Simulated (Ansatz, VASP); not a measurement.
Two plane-wave programs on HfNb2CN2

```
Hf Nb C N
1.0
     2.62367   -4.97783    0.00000
     2.62367    4.97783    0.00000
     0.00000    0.00000    2.91589
Hf Nb C N
1 2 1 2
Direct
  0.50000 0.50000 0.00000
  0.16761 0.83239 0.00000
  0.83239 0.16761 0.00000
  0.00000 0.00000 0.50000
  0.00000 0.50000 0.50000
  0.50000 0.00000 0.50000
```

Change from the starting cell: species swapped into the CeB2Ir2Rh type (Cmmm, No. 65).

Alike in both runs: functional PBE; k mesh 8 × 8 × 12; occupations gaussian, width 0.1 eV; no spin polarisation.

Ansatz relaxed the structure, and its values are those at the end. VASP's run is a single point on that final structure, the one shown.

|  | VASP | Ansatz |
| --- | --- | --- |
| version | VASP 6.6.1 | Ansatz 0.2.0 |
| potentials or method | VASP PAW PBE potentials, release 64 (Hf_pv, Nb_sv, C, N), cutoff 520 eV | scalar-relativistic, plane waves, PAW |
| valence electrons in the cell | 50 | 66 |

VASP gave:

| Item | Value |
| --- | --- |
| gap on the k mesh at the Fermi level (eV) | none |
| pressure (GPa) | -0.6 |

Which values does Ansatz return?

gap on the k mesh at the Fermi level (eV): none; pressure (GPa): 0.0.

A gap of «none» marks a metal or a gap that the smearing closes. The functional is the same, so the differences come from potentials, cutoffs and numerics. VASP's potentials hold 50 valence electrons a cell and Ansatz's 66, so a difference there can come from the potentials and not from the codes.

Neither program's run includes spin-orbit coupling.
